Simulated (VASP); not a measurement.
Set up this calculation in VASP 6.6.1, as the native input.

| Item | Value |
| --- | --- |
| Task | single point |
| Functional | PBE |
| Potentials or basis | VASP PAW PBE potentials, release 64 (Zr_sv, B) |
| Cutoff | 520 eV |
| k mesh | 6 × 6 × 4 |
| Occupations | gaussian, width 0.1 eV |
| Spin | no spin polarisation |
| Dipole correction | no |
| Further INCAR settings | ALGO = Normal; EDIFF = 1e-06; NBANDS = 24 |

The structure of Zr2B3 lies in POSCAR:

```
Zr2B3
1.0
    3.6964238100      0.0000000000      0.0000000000
   -1.8482119100      3.2011969200      0.0000000000
    0.0000000000      0.0000000000      5.1107686900
Zr B
2 3
Direct
    0.3333333300      0.6666666700      0.5000000000
    0.6666666700      0.3333333300      0.5000000000
    0.0000000000      0.0000000000      0.7404500100
    0.0000000000      0.0000000000      0.2595499900
    0.0000000000      0.0000000000      0.0000000000
```

The cell was built from a structure type or drawn by symmetry, and may not be a known phase.

One way to write it, as run:

INCAR

```
SYSTEM = Zr2B3
  PREC = Accurate
  ENCUT = 520
  EDIFF = 1E-6
  ISMEAR = 0
  SIGMA = 0.1
  LREAL = .False.
  LASPH = .True.
  NELM = 60
  ALGO = Normal
  ISIF = 2
  LWAVE = .False.
  LCHARG = .False.
  GGA = PE
  NBANDS = 24
```

KPOINTS

```
Automatic mesh
0
Gamma
  6 6 4
  0 0 0
```

Potentials or basis: VASP PAW PBE potentials, release 64 (Zr_sv, B).

Launch:

```console
$ cat potpaw_PBE.64/Zr_sv/POTCAR potpaw_PBE.64/B/POTCAR > POTCAR
$ mpirun -np 1 vasp_std > vasp.out
```

Results of the run:

```yaml
Pressure: 87.1 GPa
Largest_force: 11.342 eV/Å
Band_gap_on_the_k_mesh: zero (an odd number of electrons rules out a gap without spin polarisation)
```

Caveat: the cell stands under pressure; forces of over 1 eV/Å act on the atoms, so gaps and moduli don't describe the material at rest.

Run time: 64 s on 1 thread of Intel Xeon 8259CL (shared host), peak memory 0.18 GiB.
